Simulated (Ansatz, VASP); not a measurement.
Pd in VASP and in Ansatz

Contents of INCAR:

```
PREC = Accurate
ENCUT = 520
EDIFF = 1E-6
ISMEAR = 0
SIGMA = 0.1
LREAL = F
LASPH = T
NELM = 80
ALGO = Fast
ISIF = 2
LWAVE = F
LCHARG = T
GGA = PE
LELF = T
LVHAR = T
NBANDS = 11
```

Contents of KPOINTS:

```
regular mesh
0
Gamma
  18 18 18
```

File POSCAR:

```
Pd
1.0
    0.0000000000      1.9907058529      1.9907058529
    1.9907058529      0.0000000000      1.9907058529
    1.9907058529      1.9907058529      0.0000000000
Pd
1
Direct
    0.0000000000      0.0000000000      0.0000000000
```

Input for Ansatz:

```yaml
crystal:
  lattice:
    - [0.0, 1.9907058529, 1.9907058529]
    - [1.9907058529, 0.0, 1.9907058529]
    - [1.9907058529, 1.9907058529, 0.0]
  atoms:
    - { symbol: Pd, position: [0.0, 0.0, 0.0] }
basis:
  ecutwfc: 420
kpoints:
  mp_grid: { grid: [18, 18, 18] }
hamiltonian:
  xc: pbe
scf:
  occupations: { method: gaussian, width: 0.1 }
output:
  forces: true
  stress: true
  eigenvalues: true
```

Alike in both runs: task single point; functional PBE; k mesh 18 × 18 × 18; occupations gaussian, width 0.1 eV; no spin polarisation.

|  | VASP | Ansatz |
| --- | --- | --- |
| version | VASP 6.6.1 | Ansatz 0.2.0 |
| potentials or method | VASP PAW PBE potentials, release 64 (Pd), cutoff 520 eV | scalar-relativistic, plane waves, PAW |
| valence electrons in the cell | 10 | 18 |

VASP gave:

- gap on the k mesh at the Fermi level (eV): none
- pressure (GPa): -4.8

**Question.** What did Ansatz give for the same quantities?

**Answer.** gap on the k mesh at the Fermi level (eV): none; pressure (GPa): -4.6.

A gap of «none» marks a metal or a gap that the smearing closes. VASP's potentials hold 10 valence electrons a cell and Ansatz's 18, so a difference there can come from the potentials and not from the codes.
